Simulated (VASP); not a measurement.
Wanted: the native input for a VASP 6.6.1 run.

```
Task                   : single point
Functional             : PBEsol
Potentials or basis    : VASP PAW PBE potentials, release 64 (Ga_d)
Cutoff                 : 520 eV
k mesh                 : 10 × 10 × 8
Occupations            : fermi-dirac, width 0.05 eV
Spin                   : no spin polarisation
Dipole correction      : no
Further INCAR settings : ALGO = Normal; EDIFF = 1e-06; NBANDS = 20
```

The structure of Ga lies in POSCAR:

```
Ga
1.0
    1.4110523892     -4.0133169444      0.0000000000
    1.4110523892      4.0133169444      0.0000000000
    0.0000000000      0.0000000000      3.1689768628
Ga
2
Direct
    0.1351921411      0.8648078589      0.7500000000
    0.8648078589      0.1351921411      0.2500000000
```

These files were run (other wordings do the same):

INCAR

```
SYSTEM = Ga
ALGO = Normal ; EDIFF = 1E-6
ENCUT = 520 ; GGA = PS
ISIF = 2 ; ISMEAR = -1
LASPH = .True. ; LCHARG = .False.
LREAL = .False. ; LWAVE = .False.
NBANDS = 20 ; NELM = 60
PREC = Accurate ; SIGMA = 0.05
```

KPOINTS

```
k-points
0
Gamma
  10 10 8
  0 0 0
```

Potentials or basis: VASP PAW PBE potentials, release 64 (Ga_d).

Run with:

```console
$ cat potpaw_PBE.64/Ga_d/POTCAR > POTCAR
$ mpirun -np 1 vasp_std > vasp.out
```

Results of the run:

```
Pressure               : -0.1 GPa
Band gap on the k mesh : zero (bands 13 and 14 overlap by 9.18 eV)
```

Caveat: the PAW data sets were made with another functional, which shifts forces and pressure a little.

Wall time 60 s on 1 thread of Intel Xeon 8259CL, with other jobs on the host, peak memory 0.23 GiB.
